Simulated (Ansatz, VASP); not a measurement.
**Eu: VASP beside Ansatz**

INCAR

```
SYSTEM = Eu
  PREC = Accurate
  ENCUT = 520
  EDIFF = 1E-7
  ISMEAR = 1
  SIGMA = 0.3
  LREAL = .False.
  LASPH = .True.
  NELM = 150
  ALGO = Normal
  ISIF = 2
  LWAVE = .False.
  LCHARG = .False.
  ISPIN = 2
  MAGMOM = 6.925
  LORBIT = 11
  LMAXMIX = 6
  GGA = CA
  NBANDS = 18
```

KPOINTS

```
Automatic mesh
0
Gamma
  11 11 11
  0 0 0
```

POSCAR

```
Eu
1.0
   -2.0544259245      2.0544259245      2.0544259245
    2.0544259245     -2.0544259245      2.0544259245
    2.0544259245      2.0544259245     -2.0544259245
Eu
1
Direct
    0.0000000000      0.0000000000      0.0000000000
```

Input for Ansatz:

```yaml
crystal:
  lattice:
    - [-2.0544259245, 2.0544259245, 2.0544259245]
    - [2.0544259245, -2.0544259245, 2.0544259245]
    - [2.0544259245, 2.0544259245, -2.0544259245]
  atoms:
    - { symbol: Eu, position: [0.0, 0.0, 0.0], spin: 6.925 }
hamiltonian:
  xc: lda
  pseudopotentials:
    kind: paw
    azcp:
      Eu: "pseudopotentials/Eu.paw.azcp"
basis:
  ecutwfc: 420
  fft_grid_basis: typed
kpoints:
  mp_grid: { grid: [11, 11, 11], shift: [0, 0, 0] }
magnetization:
  spin_polarized: true
scf:
  occupations: { method: methfessel_paxton, width: 0.3 }
  lower_state_search: "off"
output:
  stress: true
```

Alike in both runs: task single point; functional LDA; k mesh 11 × 11 × 11; occupations methfessel-paxton of order 1, width 0.3 eV; collinear spin.

```csv
,VASP,Ansatz
version,VASP 6.6.1,Ansatz 0.2.0
potentials or method,"VASP PAW PBE potentials, release 64 (Eu), cutoff 520 eV","plane waves (420 eV) with PAW, scalar-relativistic"
valence electrons in the cell,17,17
```

Ansatz gave:

| Property | Result |
| --- | --- |
| pressure (GPa) | -0.2 |
| net moment per atom (μB) | 7.25 |
| size of the moment on the site where the two differ most (μB) | 6.97 |

Task: Which values does VASP return?

Result: Pressure (GPa): -0.5; net moment per atom (μB): 7.18; size of the moment on the site where the two differ most (μB): 6.66.

VASP's potentials were made for PBE, not for LDA, and Ansatz warns of the same on its side. LDA's correlation is that of Perdew and Zunger in VASP and of Perdew and Wang (1992) in Ansatz. Site moments also hang on the region over which each program counts them. Ansatz's warnings: stability check not made.

Neither program's run includes spin-orbit coupling.
